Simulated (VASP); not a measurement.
A run of VASP 6.6.1 is set up as follows.

The input INCAR:

```
SYSTEM = Ag
PREC = Accurate
ENCUT = 520
EDIFF = 1E-6
ISMEAR = -1
SIGMA = 0.1
LREAL = .FALSE.
LASPH = .TRUE.
NELM = 80
ALGO = Normal
ISIF = 2
LWAVE = .FALSE.
LCHARG = .FALSE.
GGA = PS
NBANDS = 12
```

Contents of KPOINTS:

```
Automatic mesh
0
G
  24 24 24
  0 0 0
```

Contents of POSCAR:

```
Ag
1.0
    0.0000000000      1.9807885711      1.9807885711
    1.9807885711      0.0000000000      1.9807885711
    1.9807885711      1.9807885711      0.0000000000
Ag
1
Direct
    0.0000000000      0.0000000000      0.0000000000
```

Potentials or basis: VASP PAW PBE potentials, release 64 (Ag).

Run with:

```console
$ cat potpaw_PBE.64/Ag/POTCAR > POTCAR
$ mpirun -np 1 vasp_std > vasp.out
```

Problem. Estimate the pressure.

Solution. 9.7 GPa.

Caveat: the PAW data sets were made with another functional, which shifts forces and pressure a little.
